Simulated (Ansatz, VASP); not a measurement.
Co: VASP beside Ansatz

```
Co
1.0
     2.50540    0.00000    0.00000
    -1.25270    2.16974    0.00000
     0.00000    0.00000    4.08930
Co
2
Cartesian
  0.0000 1.4465 1.0223
  1.2527 0.7232 3.0670
```

Alike in both runs: task single point; functional PBE; k mesh 14 × 14 × 7; occupations fermi-dirac, width 0.05 eV; collinear spin.

|  | VASP | Ansatz |
| --- | --- | --- |
| version | VASP 6.6.1 | Ansatz 0.2.0 |
| potentials or method | VASP PAW PBE potentials, release 64 (Co), cutoff 520 eV | PAW, plane waves, scalar-relativistic |
| valence electrons in the cell | 18 | 34 |

```csv
,VASP,Ansatz,Ansatz less VASP
pressure (GPa),-5.3,-4.5,+0.74
"traceless stress, the component that is largest in VASP (GPa)",-1.75,-1.71,+0.042
net moment per atom (μB),1.62,1.64,+0.014
size of the moment on the site where the two differ most (μB),1.65,1.71,+0.067
```

Site moments also hang on the region over which each program counts them. With one functional, cell and mesh, what is left measures potentials, basis and numerics. VASP's potentials hold 18 valence electrons a cell and Ansatz's 34, so a difference there can come from the potentials and not from the codes. Ansatz's warnings: stability check not made.
